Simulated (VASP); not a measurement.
Wanted: the native input for a VASP 6.6.1 run.

| Property | Result |
| --- | --- |
| Task | single point |
| Functional | r2SCAN |
| Potentials or basis | VASP PAW PBE potentials, release 64 (Os) |
| Cutoff | 520 eV |
| k mesh | 2 × 2 × 1 |
| Occupations | fermi-dirac, width 0.1 eV |
| Spin | no spin polarisation |
| Dipole correction | no |
| Further INCAR settings | ALGO = Normal; EDIFF = 1e-06; NBANDS = 15 |

The system is Os.

```
CELL_PARAMETERS angstrom
2.73938 0.00000 0.00000
-1.36969 2.37237 0.00000
0.00000 0.00000 4.31382
ATOMIC_POSITIONS crystal
Os 0.33333 0.66667 0.25000
Os 0.66667 0.33333 0.75000
```

One way to write it, as run:

POSCAR

```
Os
1.0
    2.7393806551      0.0000000000      0.0000000000
   -1.3696903275      2.3723732379      0.0000000000
    0.0000000000      0.0000000000      4.3138178725
Os
2
Direct
    0.3333333333      0.6666666667      0.2500000000
    0.6666666667      0.3333333333      0.7500000000
```

INCAR.step1

```
  PREC = Accurate
  ENCUT = 520
  ISMEAR = -1
  SIGMA = 0.1
  LREAL = False
  LASPH = True
  NELM = 60
  NBANDS = 15
  GGA = PE
  ALGO = Normal
  EDIFF = 1E-4
  LWAVE = True
  LCHARG = False
```

INCAR.step2

```
  PREC = Accurate
  ENCUT = 520
  EDIFF = 1E-6
  ISMEAR = -1
  SIGMA = 0.1
  LREAL = False
  LASPH = True
  NELM = 60
  ALGO = Normal
  ISIF = 2
  LWAVE = False
  LCHARG = False
  METAGGA = R2SCAN
  LMIXTAU = True
  NBANDS = 15
  ISTART = 1
```

KPOINTS

```
regular mesh
0
Gamma
  2 2 1
```

Potentials or basis: VASP PAW PBE potentials, release 64 (Os).

Command:

```bash
$ cat potpaw_PBE.64/Os/POTCAR > POTCAR
$ cp INCAR.step1 INCAR
$ mpirun -np 1 vasp_std > vasp.out
$ cp INCAR.step2 INCAR
$ mpirun -np 1 vasp_std > vasp.out
```

It gave:

The pressure is 8.2 GPa and the band gap on the k mesh is zero (bands 8 and 9 overlap by 3.30 eV).

Caveat: the k points lie up to 1.46 Å⁻¹ apart, too coarse for converged energies and pressures of a metal; the PAW data sets were made with another functional, which shifts forces and pressure a little; spin-orbit coupling is left out, which moves the levels of the heavy elements.

Wall time 39 s on 1 thread of Intel Xeon 8259CL, with other jobs on the host, peak memory 0.14 GiB.
